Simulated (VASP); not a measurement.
Here is a VASP 6.6.1 calculation.

INCAR

```
PREC = Accurate ; ENCUT = 520
EDIFF = 1E-7 ; ISMEAR = -1
SIGMA = 0.08 ; LREAL = F
LASPH = T ; NELM = 60
ALGO = Normal ; ISIF = 2
LWAVE = F ; LCHARG = F
GGA = PS ; NBANDS = 13
```

File KPOINTS:

```
regular mesh
0
Gamma
  11 11 11
```

POSCAR

```
Se
1.0
    0.0000000000      2.5944036122      2.5944036122
    2.5944036122      0.0000000000      2.5944036122
    2.5944036122      2.5944036122      0.0000000000
Se
2
Direct
   -0.1250000000     -0.1250000000     -0.1250000000
    0.1250000000      0.1250000000      0.1250000000
```

Potentials or basis: VASP PAW PBE potentials, release 64 (Se).

Command:

```bash
$ cat potpaw_PBE.64/Se/POTCAR > POTCAR
$ mpirun -np 1 vasp_std > vasp.out
```

What does it give for the band gap on the k mesh?

Zero (band 6 reaches 9.42 eV, above the bottom of band 7 at 6.51 eV).

Estimate the pressure.

69.9 GPa.

Caveat: the PAW data sets were made with another functional, which shifts forces and pressure a little.
